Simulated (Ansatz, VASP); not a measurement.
## Two plane-wave programs on BN

```
B N
1.0
     0.00000    3.29286    2.16328
     1.25096    0.00000    2.16328
     1.25096    3.29286    0.00000
B N
1 1
Direct
  0.00011 0.00011 0.99989
  0.66659 0.66659 0.33341
```

Alike in both runs: task single point; functional PBE; k mesh 12 × 12 × 12; occupations fermi-dirac, width 0.02 eV; no spin polarisation.

```csv
,VASP,Ansatz
version,VASP 6.6.1,Ansatz 0.2.0
potentials or method,"VASP PAW PBE potentials, release 64 (B, N)","plane waves, PAW"
plane-wave cutoff (eV),520,420
valence electrons in the cell,8,8
```

Ansatz gave:

| Item | Value |
| --- | --- |
| gap on the k mesh at the Fermi level (eV) | 3.60 |
| pressure (GPa) | 4.6 |
| traceless stress, the component that is largest in VASP (GPa) | -1.11 |

Question: Estimate VASP's values.

Answer: gap on the k mesh at the Fermi level (eV): 3.59; pressure (GPa): 4.7; traceless stress, the component that is largest in VASP (GPa): -1.31.

The functional is the same, so the differences come from potentials, cutoffs and numerics.
